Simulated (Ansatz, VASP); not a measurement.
One calculation of HfO2, two programs

```
Hf O
1.0
     0.00000    2.46318    2.63985
     2.46318    0.00000    2.63985
     2.46318    2.46318    0.00000
Hf O
1 2
Direct
  0.99853 0.00147 0.00147
  0.25819 0.24181 0.24181
  0.75819 0.74181 0.74181
```

Change from the starting cell: mode 4 frozen in at -0.041 Å, strain +e along z and -e/2 along x and y +0.0467.

Alike in both runs: task single point; functional PBEsol; k mesh 8 × 8 × 8; occupations gaussian, width 0.05 eV; no spin polarisation.

|  | VASP | Ansatz |
| --- | --- | --- |
| version | VASP 6.6.1 | Ansatz 0.2.0 |
| potentials or method | VASP PAW PBE potentials, release 64 (Hf_pv, O), cutoff 520 eV | scalar-relativistic, plane waves, PAW |
| valence electrons in the cell | 22 | 38 |

|  | VASP | Ansatz | Ansatz less VASP |
| --- | --- | --- | --- |
| gap on the k mesh at the Fermi level (eV) | 2.91 | 2.90 | -0.004 |
| least direct gap on the mesh (eV) | 3.21 | 3.20 | -0.012 |
| pressure (GPa) | -2.9 | 0.9 | +3.76 |
| traceless stress, the component that is largest in VASP (GPa) | -22.29 | -21.88 | +0.409 |
| rms of the force components (eV/Å) | 0.106 | 0.110 | +0.0040 |

VASP's potentials were made for PBE, not for PBEsol, and Ansatz warns of the same on its side. Atom by atom the forces differ by 0.004 eV/Å (rms over components). VASP's potentials hold 22 valence electrons a cell and Ansatz's 38, so a difference there can come from the potentials and not from the codes.

Neither program's run includes spin-orbit coupling.
